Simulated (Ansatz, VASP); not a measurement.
## One calculation of TiCo, two programs

The input INCAR:

```
SYSTEM = TiCo
PREC = Accurate
ENCUT = 520
EDIFF = 1E-7
ISMEAR = -1
SIGMA = 0.03
LREAL = .FALSE.
LASPH = .TRUE.
NELM = 100
ALGO = Normal
ISIF = 2
LWAVE = .FALSE.
LCHARG = .TRUE.
GGA = PE
LELF = .TRUE.
LVHAR = .TRUE.
NBANDS = 18
```

KPOINTS

```
Automatic mesh
0
G
  13 13 13
  0 0 0
```

POSCAR

```
TiCo
1.0
    2.8830584621      0.0000000000      0.0000000000
    0.0000000000      2.8830584621      0.0000000000
    0.0000000000      0.0000000000      2.8830584621
Ti Co
1 1
Direct
    0.0000000000      0.0000000000      0.0000000000
    0.5000000000      0.5000000000      0.5000000000
```

Input for Ansatz:

```yaml
crystal:
  lattice:
    - [2.8830584621, 0.0, 0.0]
    - [0.0, 2.8830584621, 0.0]
    - [0.0, 0.0, 2.8830584621]
  atoms:
    - { symbol: Ti, position: [0.0, 0.0, 0.0] }
    - { symbol: Co, position: [0.5, 0.5, 0.5] }
kpoints:
  mp_grid: { grid: [13, 13, 13] }
scf:
  occupations: { method: fermi_dirac, width: 0.03 }
  lower_state_search: "off"
hamiltonian:
  xc: pbe
  pseudopotentials: { kind: paw }
output:
  forces: true
  stress: true
  eigenvalues: true
```

Change from the starting cell: volume scaled by 0.9, no spin polarisation, PAW files.

Alike in both runs: task single point; functional PBE; k mesh 13 × 13 × 13; occupations fermi-dirac, width 0.03 eV; no spin polarisation.

|  | VASP | Ansatz |
| --- | --- | --- |
| version | VASP 6.6.1 | Ansatz 0.2.0 |
| potentials or method | VASP PAW PBE potentials, release 64 (Ti_sv, Co) | PAW with Ansatz's default frozen-core files, scalar-relativistic |
| plane-wave cutoff (eV) | 520 | 420 |
| valence electrons in the cell | 21 | 29 |

|  | VASP | Ansatz | Ansatz less VASP |
| --- | --- | --- | --- |
| pressure (GPa) | 18.8 | 19.5 | +0.76 |

VASP's potentials hold 21 valence electrons a cell and Ansatz's 29, so a difference there can come from the potentials and not from the codes.
